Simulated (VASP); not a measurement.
# ZnO (P6_3mc) in VASP: a series of runs

ZnO is run at these levels: PBE, r2SCAN; tasks: single point.

Everything below comes from runs of VASP 6.6.1. Logs are shortened: lines on timing, memory, paths and dates and some standing lists are left out, and cuts for length are marked.

## (1) The cell of the first run

Symmetry: P6_3mc, No. 186, hexagonal system. The conventional cell has a = 3.336 Å, b = 3.336 Å, c = 10.839 Å, α = 90.00°, β = 90.00°, γ = 120.00°. Zn (site symmetry 3m) has 4 O at 2.04 Å within 2.7 Å. Zn (site symmetry 3m) has 4 O at 2.04 Å within 2.7 Å. Within 2.7 Å of O (site symmetry 3m) lie 4 Zn at 2.04 Å. Within 2.7 Å of O (site symmetry 3m) lie 4 Zn at 2.04 Å.

## (2) Single point, PBE (volume changed by +6%)

INCAR reads:

```
ALGO = Normal
EDIFF = 1E-7
ENCUT = 520
GGA = PE
ISIF = 2
ISMEAR = 0
LASPH = True
LCHARG = True
LELF = True
LREAL = False
LVHAR = True
LWAVE = False
NBANDS = 46
NELM = 80
PREC = Accurate
SIGMA = 0.01
```

KPOINTS reads:

```
k-points
0
Gamma
  9 9 2
```

POSCAR reads:

```
ZnO
1.0
    3.3359616044      0.0000000000      0.0000000000
   -1.6679808022      2.8890274955      0.0000000000
    0.0000000000      0.0000000000     10.8387726741
Zn O
4 4
Direct
    0.0000000000      0.0000000000     -0.0005573107
    0.3333333333      0.6666666667      0.2496497194
    0.0000000000      0.0000000000      0.4994426893
    0.6666666667      0.3333333333      0.7496497194
    0.0000000000      0.0000000000      0.1880731350
    0.3333333333      0.6666666667      0.4378344562
    0.0000000000      0.0000000000      0.6880731350
    0.6666666667      0.3333333333      0.9378344562
```

Potentials or basis: VASP PAW PBE potentials, release 64 (Zn, O).

Started as:

```sh
> cat potpaw_PBE.64/Zn/POTCAR potpaw_PBE.64/O/POTCAR > POTCAR
> mpirun -np 1 vasp_std > vasp.out
```

OUTCAR:

```text
EDIFF = 1E-7
   ENCUT = 520
   GGA = PE
   ISIF = 2
   ISMEAR = 0
   LASPH = True
   LREAL = False
   NELM = 80
   PREC = Accurate

 ion  position               nearest neighbor table
   1  0.000  0.000  0.999-   8 2.04   8 2.04   8 2.04   5 2.04
   2  0.333  0.667  0.250-   5 2.04   5 2.04   5 2.04   6 2.04
   3  0.000  0.000  0.499-   6 2.04   6 2.04   6 2.04   7 2.04
   4  0.667  0.333  0.750-   7 2.04   7 2.04   7 2.04   8 2.04
   5  0.000  0.000  0.188-   2 2.04   2 2.04   2 2.04   1 2.04
   6  0.333  0.667  0.438-   3 2.04   3 2.04   3 2.04   2 2.04
   7  0.000  0.000  0.688-   4 2.04   4 2.04   4 2.04   3 2.04
   8  0.667  0.333  0.938-   1 2.04   1 2.04   1 2.04   4 2.04

  LATTYP: Found a hexagonal cell.
 ALAT       =     3.3359616044
 C/A-ratio  =     3.2490699713

  Lattice vectors:

 A1 = (   3.3359616044,   0.0000000000,   0.0000000000)
 A2 = (  -1.6679808022,   2.8890274955,   0.0000000000)
 A3 = (   0.0000000000,   0.0000000000,  10.8387726741)

Analysis of symmetry for initial positions (statically):
=====================================================================
 Subroutine PRICEL returns:
 Original cell was already a primitive cell.

 Routine SETGRP: Setting up the symmetry group for a
 hexagonal supercell.

 Subroutine GETGRP returns: Found 12 space group operations
 (whereof  6 operations were pure point group operations)
 out of a pool of 24 trial point group operations.

The static configuration has the point symmetry C_3v.
 The point group associated with its full space group is C_6v.

Analysis of symmetry for dynamics (positions and initial velocities):
=====================================================================
 Subroutine PRICEL returns:
 Original cell was already a primitive cell.

 Routine SETGRP: Setting up the symmetry group for a
 hexagonal supercell.

 Subroutine GETGRP returns: Found 12 space group operations
 (whereof  6 operations were pure point group operations)
 out of a pool of 24 trial point group operations.

The dynamic configuration has the point symmetry C_3v.
 The point group associated with its full space group is C_6v.

 Subroutine INISYM returns: Found 12 space group operations
 (whereof  6 operations are pure point group operations),
 and found     1 'primitive' translations

----------------------------------------------------------------------------------------

                                     Primitive cell

  volume of cell :     104.4607

  direct lattice vectors                    reciprocal lattice vectors
     3.335961604  0.000000000  0.000000000     0.299763642  0.173068619  0.000000000
    -1.667980802  2.889027496  0.000000000     0.000000000  0.346137239  0.000000000
     0.000000000  0.000000000 10.838772674     0.000000000  0.000000000  0.092261369

  length of vectors
     3.335961604  3.335961604 10.838772674     0.346137239  0.346137239  0.092261369

  position of ions in fractional coordinates (direct lattice)
     0.000000000  0.000000000  0.999442689
     0.333333333  0.666666667  0.249649719
     0.000000000  0.000000000  0.499442689
     0.666666667  0.333333333  0.749649719
     0.000000000  0.000000000  0.188073135
     0.333333333  0.666666667  0.437834456
     0.000000000  0.000000000  0.688073135
     0.666666667  0.333333333  0.937834456

  ion indices of the primitive-cell ions
   primitive index   ion index
                 1           1
                 2           2
                 3           3
                 4           4
                 5           5
                 6           6
                 7           7
                 8           8

----------------------------------------------------------------------------------------

 KPOINTS: k-points

Automatic generation of k-mesh.
 Grid dimensions read from file:
 generate k-points for:    9    9    2

 Generating k-lattice:

  Cartesian coordinates                     Fractional coordinates (reciprocal lattice)
     0.033307071  0.019229847  0.000000000     0.111111111 -0.000000000  0.000000000
     0.000000000  0.038459693  0.000000000     0.000000000  0.111111111  0.000000000
     0.000000000  0.000000000  0.046130684     0.000000000  0.000000000  0.500000000

  Length of vectors
     0.038459693  0.038459693  0.046130684

  Shift w.r.t. Gamma in fractional coordinates (k-lattice)
     0.000000000  0.000000000  0.000000000

 Subroutine IBZKPT returns following result:
 ===========================================

 Found     24 irreducible k-points:

 Following reciprocal coordinates:
            Coordinates               Weight
  0.000000  0.000000  0.000000      1.000000
  0.111111  0.000000  0.000000      6.000000
  0.222222  0.000000  0.000000      6.000000
  0.333333  0.000000  0.000000      6.000000
  0.444444  0.000000  0.000000      6.000000
  0.111111  0.111111  0.000000      6.000000
[... 16 lines left out ...]
  0.333333  0.222222  0.500000     12.000000
  0.333333  0.333333  0.500000      2.000000
   k-points           NKPTS =     24   k-points in BZ     NKDIM =     24   number of bands    NBANDS=     46
   number of dos      NEDOS =    301   number of ions     NIONS =      8
   total plane-waves  NPLWV =  65856
   dimension x,y,z NGX =    28 NGY =   28 NGZ =   84
   dimension x,y,z NGXF=    56 NGYF=   56 NGZF=  168
   ions per type =               4   4
   NGX,Y,Z   is equivalent  to a cutoff of  13.95, 13.95, 12.88 a.u.
   NGXF,Y,Z  is equivalent  to a cutoff of  27.91, 27.91, 25.77 a.u.
 SYSTEM =  unknown system
   PREC   = accura    normal or accurate (medium, high low for compatibility)
   ISTART =      0    job   : 0-new  1-cont  2-samecut
   ICHARG =      2    charge: 1-file 2-atom 10-const
   ISPIN  =      1    spin polarized calculation?
   LNONCOLLINEAR =      F non collinear calculations
   LSORBIT =      F    spin-orbit coupling
   LASPH  =      T    aspherical Exc in radial PAW
   ENCUT  =  520.0 eV  38.22 Ry    6.18 a.u.   6.20  6.20 20.15*2*pi/ulx,y,z
   NELM   =     80;   NELMIN=  2; NELMDL= -5     # of ELM steps
   EDIFF  = 0.1E-06   stopping-criterion for ELM
   LREAL  =      F    real-space projection
   EDIFFG = 0.1E-05   stopping-criterion for IOM
   NSW    =      0    number of steps for IOM
   IBRION =     -1    ionic relax: 0-MD 1-quasi-New 2-CG
   NFREE  =      0    steps in history (QN), initial steepest desc. (CG)
   ISIF   =      2    stress and relaxation
   ISYM   =      2    0-nonsym 1-usesym 2-fastsym
   POTIM  = 0.5000    time-step for ionic-motion
   TEBEG  =    0.0;   TEEND  =   0.0 temperature during run
   PSTRESS=    0.0 pullay stress
   NELECT =      72.0000    total number of electrons
   NUPDOWN=      -1.0000    fix difference up-down
   EMIN   =  10.00;   EMAX   =-10.00  energy-range for DOS
   EFERMI =   0.00;   METHOD = LEGACY
   ISMEAR =     0;   SIGMA  =   0.01  broadening in eV -4-tet -1-fermi 0-gaus
   EFERMI_NEDOS =   21; number of points for ismear=-14 and -15
   IALGO  =     38    algorithm
   IMIX   =      4    mixing-type and parameters
     AMIX     =   0.40;   BMIX     =  1.00
     AMIX_MAG =   1.60;   BMIX_MAG =  1.00
  volume/ion in A,a.u.               =      13.06        88.12
  Fermi-wavevector in a.u.,A,eV,Ry     =   1.446110  2.732752 28.452975  2.091235
  Thomas-Fermi vector in A             =   2.564216
   LORBIT       =      0    0 simple, 1 ext, 2 COOP (PROOUT), +10 PAW based schemes
   GGA     = PE    functional components
   LHFCALC =     F    Hartree Fock is set to
   AEXX    =    0.0000 exact exchange contribution
   IVDW    =     0    specifies the selected vdW correction
   LEPSILON=     F    determine dielectric tensor
   LRPA    =     F    only Hartree local field effects (RPA)
 non-spin polarized calculation
 Gauss-broadening in eV      SIGMA  =   0.01
  energy-cutoff  :      520.00
  volume of cell :      104.46
 maximum number of plane-waves:      2836
 NGX is ok and might be reduce to    28
   NGX = 13   NGY = 13   NGZ = 41

 number of electron      71.9999963 magnetization

 Free energy of the ion-electron system (eV)
  ---------------------------------------------------
  ext. energy  EPLUGINS =         0.00000000
  ---------------------------------------------------
  free energy    TOTEN  =       -35.59795638 eV

  energy without entropy =      -35.59795638  energy(sigma->0) =      -35.59795638

 E-fermi :   0.4857     XC(G=0): -10.4302

 val. band max:        0.4129834478   @ k =   0.0000   0.0000   0.0000
 cond. band min:       1.0004298289   @ k =   0.0000   0.0000   0.0000
 fundamental gap:      0.5874463811
 Fermi energy:         0.4857386905

 k-point     1 :       0.0000    0.0000    0.0000
  band No.  band energies     occupation
      1     -16.9791      2.00000
      2     -16.7099      2.00000
      3     -16.6861      2.00000
      4     -16.4019      2.00000
      5      -5.0337      2.00000
      6      -5.0029      2.00000
[... 38 lines left out ...]
     45      12.9407      0.00000
     46      13.0507      0.00000

 k-point     2 :       0.1111    0.0000    0.0000
  band No.  band energies     occupation
      1     -16.9229      2.00000
      2     -16.6677      2.00000
      3     -16.6440      2.00000
      4     -16.3766      2.00000
      5      -5.0629      2.00000
      6      -5.0351      2.00000
[... 38 lines left out ...]
     45      12.1871      0.00000
     46      12.4288      0.00000

 k-point     3 :       0.2222    0.0000    0.0000
  band No.  band energies     occupation
      1     -16.7740      2.00000
      2     -16.5592      2.00000
      3     -16.5358      2.00000
      4     -16.3155      2.00000
      5      -5.1353      2.00000
      6      -5.1015      2.00000
[... 1018 lines left out ...]
     45      10.0802      0.00000
     46      10.0802      0.00000

 k-point    24 :       0.3333    0.3333    0.5000
  band No.  band energies     occupation
      1     -16.2939      2.00000
      2     -16.2939      2.00000
      3     -16.2695      2.00000
      4     -16.2695      2.00000
      5      -4.8970      2.00000
      6      -4.8970      2.00000
[... 38 lines left out ...]
     45       9.6748      0.00000
     46       9.6748      0.00000

------------------------ aborting loop because EDIFF is reached ----------------------------------------

  FORCE on cell =-STRESS in cart. coord.  units (eV):
  Direction    XX          YY          ZZ          XY          YZ          ZX
  --------------------------------------------------------------------------------------
  -------------------------------------------------------------------------------------
  Total       -3.8611266     -3.8611266     -3.8492957      0.0000000      0.0000000      0.0000000
  in kB      -59.2204631    -59.2204631    -59.0390057      0.0000000      0.0000000      0.0000000
  external PRESSURE =     -59.1599773 kB  Pullay stress =       0.0000000 kB

 VOLUME and BASIS-vectors are now :
 -----------------------------------------------------------------------------
  energy-cutoff  :      520.00
  volume of cell :      104.46
      direct lattice vectors                 reciprocal lattice vectors
     3.335961604  0.000000000  0.000000000     0.299763642  0.173068619  0.000000000
    -1.667980802  2.889027496  0.000000000     0.000000000  0.346137239  0.000000000
     0.000000000  0.000000000 10.838772674     0.000000000  0.000000000  0.092261369

 POSITION                                       TOTAL-FORCE (eV/Angst)
 -----------------------------------------------------------------------------------
      0.00000      0.00000     10.83273        -0.000000      0.000000     -0.009562
     -0.00000      1.92602      2.70590         0.000000      0.000000      0.006822
      0.00000      0.00000      5.41335         0.000000      0.000000     -0.009562
      1.66798      0.96301      8.12528        -0.000000     -0.000000      0.006822
      0.00000      0.00000      2.03848         0.000000      0.000000      0.003514
     -0.00000      1.92602      4.74559        -0.000000      0.000000     -0.000775
      0.00000      0.00000      7.45787         0.000000     -0.000000      0.003514
      1.66798      0.96301     10.16497         0.000000      0.000000     -0.000775
 -----------------------------------------------------------------------------------
    total drift:                               -0.000000     -0.000001     -0.000279

  FREE ENERGIE OF THE ION-ELECTRON SYSTEM (eV)
  ---------------------------------------------------
  free  energy   TOTEN  =       -35.5979563811 eV

  energy  without entropy=      -35.5979563811  energy(sigma->0) =      -35.59795638
```

Wall time 2.1 min (1 thread of AMD EPYC 9R45 (Zen 5), shared host); peak memory 0.25 GiB.

Results:

| Item | Value |
| --- | --- |
| Free energy | -35.5980 eV |
| Pressure | -5.9 GPa |
| Largest force | 0.010 eV/Å |
| Band gap on the k mesh | 0.59 eV, direct |

Forces in eV/Å, atoms in the order of the input:
```
Zn   0.000  0.000 -0.010
Zn   0.000  0.000  0.007
Zn   0.000  0.000 -0.010
Zn   0.000  0.000  0.007
O    0.000  0.000  0.004
O    0.000  0.000 -0.001
O    0.000  0.000  0.004
O    0.000  0.000 -0.001
```

## (3) Single point, r2SCAN (volume changed by -6%)

POSCAR reads:

```
ZnO
1.0
    3.1606337320      0.0000000000      0.0000000000
   -1.5803168660      2.7371891040      0.0000000000
    0.0000000000      0.0000000000     10.2588155082
Zn O
4 4
Direct
    0.0000000000      0.0000000000     -0.0006159377
    0.3333333333      0.6666666667      0.2495637823
    0.0000000000      0.0000000000      0.4993840623
    0.6666666667      0.3333333333      0.7495637823
    0.0000000000      0.0000000000      0.1881525681
    0.3333333333      0.6666666667      0.4378995872
    0.0000000000      0.0000000000      0.6881525681
    0.6666666667      0.3333333333      0.9378995872
```

INCAR.step1 reads:

```
SYSTEM = ZnO
PREC     = Accurate       ! precision mode
ENCUT    = 520            ! plane-wave cutoff, eV
ISMEAR   = 0              ! smearing method
SIGMA    = 0.01           ! smearing width, eV
LREAL    = .FALSE.        ! projectors in reciprocal space
LASPH    = .TRUE.         ! aspherical terms in the spheres
NELM     = 80             ! most SCF steps
NBANDS   = 46             ! bands
GGA      = PE             ! functional
ALGO     = Normal         ! electronic algorithm
EDIFF    = 1E-4           ! SCF threshold, eV
LWAVE    = .TRUE.         ! write WAVECAR
LCHARG   = .FALSE.        ! write CHGCAR
```

INCAR.step2 reads:

```
SYSTEM = ZnO
PREC     = Accurate       ! precision mode
ENCUT    = 520            ! plane-wave cutoff, eV
EDIFF    = 1E-6           ! SCF threshold, eV
ISMEAR   = 0              ! smearing method
SIGMA    = 0.01           ! smearing width, eV
LREAL    = .FALSE.        ! projectors in reciprocal space
LASPH    = .TRUE.         ! aspherical terms in the spheres
NELM     = 80             ! most SCF steps
ALGO     = Normal         ! electronic algorithm
ISIF     = 2              ! what is computed and relaxed
LWAVE    = .FALSE.        ! write WAVECAR
LCHARG   = .FALSE.        ! write CHGCAR
METAGGA  = R2SCAN         ! meta-GGA
LMIXTAU  = .TRUE.       
NBANDS   = 46             ! bands
ISTART   = 1
```

KPOINTS reads:

```
regular mesh
0
G
  9 9 2
  0 0 0
```

Potentials or basis: VASP PAW PBE potentials, release 64 (Zn, O).

Started as:

```sh
> cat potpaw_PBE.64/Zn/POTCAR potpaw_PBE.64/O/POTCAR > POTCAR
> cp INCAR.step1 INCAR
> mpirun -np 1 vasp_std > vasp.out
> cp INCAR.step2 INCAR
> mpirun -np 1 vasp_std > vasp.out
```

Run time: 4.3 min. Hardware: 1 thread of AMD EPYC 9R45 (Zen 5), shared host; peak memory 0.22 GiB.

Results (log left out):

```yaml
Free_energy: -72.3786 eV
Pressure: 11.9 GPa
Largest_force: 0.024 eV/Å
Band_gap_on_the_k_mesh: 1.27 eV, direct
```

Forces on the atoms (eV/Å):
```
Zn   0.000  0.000  0.024
Zn   0.000  0.000 -0.010
Zn   0.000  0.000  0.024
Zn   0.000  0.000 -0.010
O    0.000  0.000 -0.013
O    0.000  0.000 -0.001
O    0.000  0.000 -0.013
O    0.000  0.000 -0.001
```

Stress tensor (GPa, compression positive):
```
11.92  0.00  0.00
 0.00 11.92  0.00
 0.00  0.00 12.00
```

Levels at points of the mesh, in eV from the valence-band top:
| k point | band 33 | band 34 | band 35 | band 36 | band 37 | band 38 | band 39 | band 40 |
| --- | --- | --- | --- | --- | --- | --- | --- | --- |
| (0.00, 0.00, 0.00) | -0.43 | -0.06 | 0.00 | 0.00 | 1.27 | 3.92 | 4.10 | 6.25 |
| (0.00, 0.00, 0.50) | -0.13 | -0.13 | -0.13 | -0.13 | 2.35 | 2.35 | 5.52 | 5.52 |

Caveat: the PAW data sets were made with another functional, which shifts forces and pressure a little.

## (4) Single point, r2SCAN (volume changed by -3%)

POSCAR: that of step 3 with these lines changed.

```diff
@@ -2,5 +2,5 @@
 1.0
-    3.1606337320      0.0000000000      0.0000000000
-   -1.5803168660      2.7371891040      0.0000000000
-    0.0000000000      0.0000000000     10.2588155082
+    3.1939060059      0.0000000000      0.0000000000
+   -1.5969530030      2.7660037384      0.0000000000
+    0.0000000000      0.0000000000     10.3668109761
 Zn O
```

INCAR.step1 reads:

```
SYSTEM = ZnO
PREC = Accurate
ENCUT = 520
ISMEAR = 0
SIGMA = 0.01
LREAL = .False.
LASPH = .True.
NELM = 80
NBANDS = 46
GGA = PE
ALGO = Normal
EDIFF = 1E-4
LWAVE = .True.
LCHARG = .False.
```

INCAR.step2 reads:

```
SYSTEM = ZnO
PREC = Accurate
ENCUT = 520
EDIFF = 1E-6
ISMEAR = 0
SIGMA = 0.01
LREAL = .False.
LASPH = .True.
NELM = 80
ALGO = Normal
ISIF = 2
LWAVE = .False.
LCHARG = .False.
METAGGA = R2SCAN
LMIXTAU = .True.
NBANDS = 46
ISTART = 1
```

KPOINTS reads:

```
regular mesh
0
Gamma
  9 9 2
  0 0 0
```

Started as:

```sh
> cat potpaw_PBE.64/Zn/POTCAR potpaw_PBE.64/O/POTCAR > POTCAR
> cp INCAR.step1 INCAR
> mpirun -np 1 vasp_std > vasp.out
> cp INCAR.step2 INCAR
> mpirun -np 1 vasp_std > vasp.out
```

Wall time 4.4 min (1 thread of AMD EPYC 9R45 (Zen 5), shared host); peak memory 0.22 GiB.

Results (log left out):

```yaml
Free_energy: -72.5378 eV
Pressure: 6.1 GPa
Largest_force: 0.012 eV/Å
Band_gap_on_the_k_mesh: 1.22 eV, direct
```

Forces on the atoms (eV/Å):
```
Zn   0.000  0.000  0.012
Zn   0.000  0.000 -0.006
Zn   0.000  0.000  0.012
Zn   0.000  0.000 -0.006
O    0.000  0.000 -0.007
O    0.000  0.000  0.000
O    0.000  0.000 -0.007
O    0.000  0.000  0.000
```

Levels at points of the mesh, in eV from the valence-band top:
```csv
k point,band 33,band 34,band 35,band 36,band 37,band 38,band 39,band 40
"(0.00, 0.00, 0.00)",-0.41,-0.05,0.00,0.00,1.22,3.85,4.02,6.12
"(0.00, 0.00, 0.50)",-0.12,-0.12,-0.12,-0.12,2.30,2.30,5.41,5.41
```

Caveat: the PAW data sets were made with another functional, which shifts forces and pressure a little.

[end of part 1 of 2]
